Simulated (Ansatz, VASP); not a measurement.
Mo: VASP beside Ansatz

File INCAR:

```
SYSTEM = Mo
  PREC = Accurate
  ENCUT = 520
  EDIFF = 1E-6
  ISMEAR = 0
  SIGMA = 0.15
  LREAL = .False.
  LASPH = .True.
  NELM = 80
  ALGO = Fast
  ISIF = 2
  LWAVE = .False.
  LCHARG = .False.
  GGA = PS
  NBANDS = 13
```

Contents of KPOINTS:

```
Automatic mesh
0
Gamma
  26 26 26
  0 0 0
```

Contents of POSCAR:

```
Mo
1.0
   -1.5255370914      1.5255370914      1.6428860985
    1.5255370914     -1.5255370914      1.6428860985
    1.5255370914      1.5255370914     -1.6428860985
Mo
1
Direct
    0.0000000000      0.0000000000      0.0000000000
```

Input for Ansatz:

```yaml
crystal:
  lattice:
    - [-1.5255370914, 1.5255370914, 1.6428860985]
    - [1.5255370914, -1.5255370914, 1.6428860985]
    - [1.5255370914, 1.5255370914, -1.6428860985]
  atoms:
    - { symbol: Mo, position: [0.0, 0.0, 0.0] }
basis:
  ecutwfc: 420
kpoints:
  mp_grid: { grid: [26, 26, 26] }
hamiltonian:
  xc: pbesol
scf:
  occupations: { method: gaussian, width: 0.15 }
output:
  forces: true
  stress: true
  eigenvalues: true
```

Change from the starting cell: strain -0.025 along x and y, +0.050 along z, atoms carried along.

Alike in both runs: task single point; functional PBEsol; k mesh 26 × 26 × 26; occupations gaussian, width 0.15 eV; no spin polarisation.

|  | VASP | Ansatz |
| --- | --- | --- |
| version | VASP 6.6.1 | Ansatz 0.2.0 |
| potentials or method | VASP PAW PBE potentials, release 64 (Mo_sv), cutoff 520 eV | scalar-relativistic, plane waves, PAW |
| valence electrons in the cell | 14 | 14 |

```csv
,VASP,Ansatz,Ansatz less VASP
gap on the k mesh at the Fermi level (eV),none,none,-
pressure (GPa),1.9,1.3,-0.58
"traceless stress, the component that is largest in VASP (GPa)",-14.60,-14.61,-0.010
```

VASP's potentials were made for PBE, not for PBEsol. A gap of «none» marks a metal or a gap that the smearing closes.
